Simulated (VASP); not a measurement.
# BeAu3 (Pm-3m) in VASP: relaxation of cell and atoms with PBE

Aim: the relaxation of cell and atoms of BeAu3 with PBE.

Everything below comes from runs of VASP 6.6.1. Logs are shortened: lines on timing, memory, paths and dates and some standing lists are left out, and cuts for length are marked.

### 1 The cell of the first run

The structure is cubic, space group Pm-3m (No. 221). The conventional cell has a = 4.012 Å, b = 4.012 Å, c = 4.012 Å, α = 90.00°, β = 90.00°, γ = 90.00°. Within 3.7 Å of Be (site symmetry m-3m) lie 12 Au at 2.84 Å. Au (site symmetry 4/mmm) has 4 Be at 2.84 Å and 8 Au at 2.84 Å within 3.7 Å.

### 2 Relaxation of cell and atoms, PBE

Contents of INCAR:

```
PREC     = Accurate       # precision mode
ENCUT    = 600            # plane-wave cutoff, eV
EDIFF    = 1E-6           # SCF threshold, eV
ISMEAR   = 0              # smearing method
SIGMA    = 0.1            # smearing width, eV
LREAL    = F              # projectors in reciprocal space
LASPH    = T              # aspherical terms in the spheres
NELM     = 80             # most SCF steps
ALGO     = Fast           # electronic algorithm
ISIF     = 3              # what is computed and relaxed
LWAVE    = F              # write WAVECAR
LCHARG   = F              # write CHGCAR
GGA      = PE             # functional
IBRION   = 2              # ionic algorithm
NSW      = 100            # ionic steps
EDIFFG   = -0.01          # ionic threshold
```

Contents of KPOINTS:

```
regular mesh
0
Gamma
  12 12 12
```

Contents of POSCAR:

```
BeAu3
1.0
    4.0117060000      0.0000000000      0.0000000000
    0.0000000000      4.0117060000      0.0000000000
    0.0000000000      0.0000000000      4.0117060000
Be Au
1 3
Direct
    0.0000000000      0.0000000000      0.0000000000
    0.0000000000      0.5000000000      0.5000000000
    0.5000000000      0.0000000000      0.5000000000
    0.5000000000      0.5000000000      0.0000000000
```

Potentials or basis: VASP PAW PBE potentials, release 64 (Be, Au).

Command:

```
cat potpaw_PBE.64/Be/POTCAR potpaw_PBE.64/Au/POTCAR > POTCAR
mpirun -np 1 vasp_std > vasp.out
```

OUTCAR:

```text
PREC = Accurate
   ENCUT = 600
   EDIFF = 1E-6
   ISMEAR = 0
   LREAL = F
   LASPH = T
   NELM = 80
   ISIF = 3
   GGA = PE
   IBRION = 2
   NSW = 100
   EDIFFG = -0.01

 ion  position               nearest neighbor table
   1  0.000  0.000  0.000-   2 2.84   3 2.84   4 2.84   2 2.84   3 2.84   2 2.84   4 2.84   2 2.84
                             3 2.84   4 2.84   3 2.84   4 2.84
   2  0.000  0.500  0.500-   1 2.84   3 2.84   4 2.84   1 2.84   4 2.84   1 2.84   3 2.84   1 2.84
                             3 2.84   4 2.84   4 2.84   3 2.84
   3  0.500  0.000  0.500-   1 2.84   2 2.84   4 2.84   1 2.84   4 2.84   2 2.84   4 2.84   4 2.84
                             1 2.84   2 2.84   1 2.84   2 2.84
   4  0.500  0.500  0.000-   1 2.84   2 2.84   3 2.84   2 2.84   3 2.84   1 2.84   3 2.84   3 2.84
                             1 2.84   2 2.84   2 2.84   1 2.84

  LATTYP: Found a simple cubic cell.
 ALAT       =     4.0117060000

  Lattice vectors:

 A1 = (   4.0117060000,   0.0000000000,   0.0000000000)
 A2 = (   0.0000000000,   4.0117060000,   0.0000000000)
 A3 = (   0.0000000000,   0.0000000000,   4.0117060000)

Analysis of symmetry for initial positions (statically):
=====================================================================
 Subroutine PRICEL returns:
 Original cell was already a primitive cell.

 Routine SETGRP: Setting up the symmetry group for a
 simple cubic supercell.

 Subroutine GETGRP returns: Found 48 space group operations
 (whereof 48 operations were pure point group operations)
 out of a pool of 48 trial point group operations.

The static configuration has the point symmetry O_h .

Analysis of symmetry for dynamics (positions and initial velocities):
=====================================================================
 Subroutine PRICEL returns:
 Original cell was already a primitive cell.

 Routine SETGRP: Setting up the symmetry group for a
 simple cubic supercell.

 Subroutine GETGRP returns: Found 48 space group operations
 (whereof 48 operations were pure point group operations)
 out of a pool of 48 trial point group operations.

The dynamic configuration has the point symmetry O_h .

 Subroutine INISYM returns: Found 48 space group operations
 (whereof 48 operations are pure point group operations),
 and found     1 'primitive' translations

----------------------------------------------------------------------------------------

                                     Primitive cell

  volume of cell :      64.5635

  direct lattice vectors                    reciprocal lattice vectors
     4.011706000  0.000000000  0.000000000     0.249270510  0.000000000  0.000000000
     0.000000000  4.011706000  0.000000000     0.000000000  0.249270510  0.000000000
     0.000000000  0.000000000  4.011706000     0.000000000  0.000000000  0.249270510

  length of vectors
     4.011706000  4.011706000  4.011706000     0.249270510  0.249270510  0.249270510

  position of ions in fractional coordinates (direct lattice)
     0.000000000  0.000000000  0.000000000
     0.000000000  0.500000000  0.500000000
     0.500000000  0.000000000  0.500000000
     0.500000000  0.500000000  0.000000000

  ion indices of the primitive-cell ions
   primitive index   ion index
                 1           1
                 2           2
                 3           3
                 4           4

----------------------------------------------------------------------------------------

 KPOINTS: regular mesh

Automatic generation of k-mesh.
 Grid dimensions read from file:
 generate k-points for:   12   12   12

 Generating k-lattice:

  Cartesian coordinates                     Fractional coordinates (reciprocal lattice)
     0.020772542  0.000000000  0.000000000     0.083333333  0.000000000  0.000000000
     0.000000000  0.020772542  0.000000000     0.000000000  0.083333333  0.000000000
     0.000000000  0.000000000  0.020772542     0.000000000  0.000000000  0.083333333

  Length of vectors
     0.020772542  0.020772542  0.020772542

  Shift w.r.t. Gamma in fractional coordinates (k-lattice)
     0.000000000  0.000000000  0.000000000

 Subroutine IBZKPT returns following result:
 ===========================================

 Found     84 irreducible k-points:

 Following reciprocal coordinates:
            Coordinates               Weight
  0.000000  0.000000  0.000000      1.000000
  0.083333  0.000000  0.000000      6.000000
  0.166667  0.000000  0.000000      6.000000
  0.250000  0.000000  0.000000      6.000000
  0.333333  0.000000  0.000000      6.000000
  0.416667  0.000000  0.000000      6.000000
[... 16 lines left out ...]
  0.333333  0.333333  0.000000     12.000000
  0.416667  0.333333  0.000000     24.000000
 [... further k-points ...]
   k-points           NKPTS =     84   k-points in BZ     NKDIM =     84   number of bands    NBANDS=     21
   number of dos      NEDOS =    301   number of ions     NIONS =      4
   total plane-waves  NPLWV =  32768
   dimension x,y,z NGX =    32 NGY =   32 NGZ =   32
   dimension x,y,z NGXF=    64 NGYF=   64 NGZF=   64
   ions per type =               1   3
   NGX,Y,Z   is equivalent  to a cutoff of  13.26, 13.26, 13.26 a.u.
   NGXF,Y,Z  is equivalent  to a cutoff of  26.52, 26.52, 26.52 a.u.
 SYSTEM =  unknown system
   PREC   = accura    normal or accurate (medium, high low for compatibility)
   ISTART =      0    job   : 0-new  1-cont  2-samecut
   ICHARG =      2    charge: 1-file 2-atom 10-const
   ISPIN  =      1    spin polarized calculation?
   LNONCOLLINEAR =      F non collinear calculations
   LSORBIT =      F    spin-orbit coupling
   LASPH  =      T    aspherical Exc in radial PAW
   ENCUT  =  600.0 eV  44.10 Ry    6.64 a.u.   8.01  8.01  8.01*2*pi/ulx,y,z
   NELM   =     80;   NELMIN=  2; NELMDL= -5     # of ELM steps
   EDIFF  = 0.1E-05   stopping-criterion for ELM
   LREAL  =      F    real-space projection
   EDIFFG = -.1E-01   stopping-criterion for IOM
   NSW    =    100    number of steps for IOM
   IBRION =      2    ionic relax: 0-MD 1-quasi-New 2-CG
   NFREE  =      1    steps in history (QN), initial steepest desc. (CG)
   ISIF   =      3    stress and relaxation
   ISYM   =      2    0-nonsym 1-usesym 2-fastsym
   POTIM  = 0.5000    time-step for ionic-motion
   TEBEG  =    0.0;   TEEND  =   0.0 temperature during run
   PSTRESS=    0.0 pullay stress
   NELECT =      35.0000    total number of electrons
   NUPDOWN=      -1.0000    fix difference up-down
   EMIN   =  10.00;   EMAX   =-10.00  energy-range for DOS
   EFERMI =   0.00;   METHOD = LEGACY
   ISMEAR =     0;   SIGMA  =   0.10  broadening in eV -4-tet -1-fermi 0-gaus
   EFERMI_NEDOS =   21; number of points for ismear=-14 and -15
   IALGO  =     68    algorithm
   IMIX   =      4    mixing-type and parameters
     AMIX     =   0.40;   BMIX     =  1.00
     AMIX_MAG =   1.60;   BMIX_MAG =  1.00
  volume/ion in A,a.u.               =      16.14       108.92
  Fermi-wavevector in a.u.,A,eV,Ry     =   1.334858  2.522516 24.243486  1.781846
  Thomas-Fermi vector in A             =   2.463607
   LORBIT       =      0    0 simple, 1 ext, 2 COOP (PROOUT), +10 PAW based schemes
   GGA     = PE    functional components
   LHFCALC =     F    Hartree Fock is set to
   AEXX    =    0.0000 exact exchange contribution
   IVDW    =     0    specifies the selected vdW correction
   LEPSILON=     F    determine dielectric tensor
   LRPA    =     F    only Hartree local field effects (RPA)
 conjugate gradient relaxation of ions
 non-spin polarized calculation
 RMM-DIIS sequential band-by-band and
 Gauss-broadening in eV      SIGMA  =   0.10
  energy-cutoff  :      600.00
  volume of cell :       64.56
 maximum number of plane-waves:      2200
   NGX = 17   NGY = 17   NGZ = 17

--------------------------------------- Ionic step        1  -------------------------------------------

 number of electron      35.0000016 magnetization

 Free energy of the ion-electron system (eV)
  ---------------------------------------------------
  ext. energy  EPLUGINS =         0.00000000
  ---------------------------------------------------
  free energy    TOTEN  =       -13.14286960 eV

  energy without entropy =      -13.13655678  energy(sigma->0) =      -13.13971319

------------------------ aborting loop because EDIFF is reached ----------------------------------------

  FORCE on cell =-STRESS in cart. coord.  units (eV):
  Direction    XX          YY          ZZ          XY          YZ          ZX
  --------------------------------------------------------------------------------------
  -------------------------------------------------------------------------------------
  Total       -0.5057103     -0.5057103     -0.5057103      0.0000000      0.0000000      0.0000000
  in kB      -12.5494617    -12.5494617    -12.5494617      0.0000000      0.0000000      0.0000000
  external PRESSURE =     -12.5494617 kB  Pullay stress =       0.0000000 kB
[... 61 lines left out ...]
  energy  without entropy=      -13.1364141808  energy(sigma->0) =      -13.13951271

--------------------------------------- Ionic step        3  -------------------------------------------

 number of electron      35.0000012 magnetization

 Free energy of the ion-electron system (eV)
  ---------------------------------------------------
  ext. energy  EPLUGINS =         0.00000000
  ---------------------------------------------------
  free energy    TOTEN  =       -13.14516803 eV

  energy without entropy =      -13.13893869  energy(sigma->0) =      -13.14205336

 E-fermi :   8.5756     XC(G=0): -11.9962

 val. band max:        8.5365990925   @ k =   0.1667   0.1667   0.0833
 cond. band min:       8.6223762275   @ k =   0.3333   0.2500   0.0000
 fundamental gap:      0.0857771350
 Fermi energy:         8.5755530355

 k-point     1 :       0.0000    0.0000    0.0000
  band No.  band energies     occupation
      1      -1.3766      2.00000
      2       1.0321      2.00000
      3       1.9774      2.00000
      4       1.9774      2.00000
      5       1.9774      2.00000
      6       2.2441      2.00000
[... 550 lines left out ...]
      5       2.8081      2.00000
      6       2.9747      2.00000
[... 13 lines left out ...]
     20      13.2153      0.00000
     21      14.1188      0.00000

 [... further k-points ...]
[... 5 lines left out ...]
  --------------------------------------------------------------------------------------
  -------------------------------------------------------------------------------------
  Total       -0.0015872     -0.0015872     -0.0015872     -0.0000000     -0.0000000     -0.0000000
  in kB       -0.0397448     -0.0397448     -0.0397448     -0.0000000     -0.0000000     -0.0000000
  external PRESSURE =      -0.0397448 kB  Pullay stress =       0.0000000 kB
[... 19 lines left out ...]
  FREE ENERGIE OF THE ION-ELECTRON SYSTEM (eV)
  ---------------------------------------------------
  free  energy   TOTEN  =       -13.1451680322 eV

  energy  without entropy=      -13.1389386857  energy(sigma->0) =      -13.14205336

 reached required accuracy - stopping structural energy minimisation
```

It took 4.3 min on 1 thread of Intel Xeon Platinum 8488C (Sapphire Rapids), shared host; peak memory 0.27 GiB.

Results:

| Property | Result |
| --- | --- |
| Free energy | -13.1452 eV |
| Relaxed volume | 16.00 Å³/atom |
| Relaxed cell | a = 4.000 Å, b = 4.000 Å, c = 4.000 Å, α = 90.00°, β = 90.00°, γ = 90.00° |
| Space group after relaxing (to 0.1 Å) | Pm-3m (No. 221) |
| Energy gained by relaxing | 0.6 meV/atom |
| Ionic steps | 3 |
| Pressure after relaxing | 0.0 GPa |
| Band gap on the k mesh | zero (an odd number of electrons rules out a gap without spin polarisation) |

The path:
```tsv
step	energy change (eV)	largest force (eV/Å)	pressure (GPa)	volume (Å³)
1	0.0000	0.0000	-1.25	64.56
2	0.0003	0.0000	1.42	63.39
3	-0.0023	0.0000	0.00	63.98
```

Final structure:
```
CELL_PARAMETERS angstrom
3.99963 0.00000 0.00000
0.00000 3.99963 0.00000
0.00000 0.00000 3.99963
ATOMIC_POSITIONS crystal
Be 0.00000 0.00000 0.00000
Au 0.00000 0.50000 0.50000
Au 0.50000 0.00000 0.50000
Au 0.50000 0.50000 0.00000
```

Caveat: spin-orbit coupling is left out, which moves the levels of the heavy elements.

The gap in the log of VASP goes by the Fermi energy; the results here count the filled bands.